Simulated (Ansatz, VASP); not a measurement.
## InSe in VASP and in Ansatz

```
CELL_PARAMETERS angstrom
3.96634 0.00000 0.00000
-1.98317 3.43495 0.00000
0.00000 0.00000 16.45889
ATOMIC_POSITIONS crystal
In 0.33333 0.66667 0.33331
In 0.66667 0.33333 0.83331
In 0.66667 0.33333 0.66669
In 0.33333 0.66667 0.16669
Se 0.33333 0.66667 0.58945
Se 0.66667 0.33333 0.08945
Se 0.66667 0.33333 0.41055
Se 0.33333 0.66667 0.91055
```

Alike in both runs: functional LDA; k mesh 12 × 12 × 2; occupations gaussian, width 0.01 eV; no spin polarisation.

Ansatz relaxed the structure, and its values are those at the end. VASP's run is a single point on that final structure, the one shown.

|  | VASP | Ansatz |
| --- | --- | --- |
| version | VASP 6.6.1 | Ansatz 0.2.0 |
| potentials or method | VASP PAW LDA potentials, release 64 (In_d, Se), cutoff 500 eV | scalar-relativistic, plane waves, PAW |
| valence electrons in the cell | 76 | 116 |

```csv
,VASP,Ansatz,Ansatz less VASP
gap on the k mesh at the Fermi level (eV),0.30,0.28,-0.012
least direct gap on the mesh (eV),0.30,0.28,-0.012
pressure (GPa),0.1,0.0,-0.14
rms of the force components (eV/Å),0.014,0.000,-0.0136
```

Ansatz warns that its potentials were made for another functional, while VASP's fit it. LDA's correlation is that of Perdew and Zunger in VASP and of Perdew and Wang (1992) in Ansatz. VASP's potentials hold 76 valence electrons a cell and Ansatz's 116, so a difference there can come from the potentials and not from the codes.
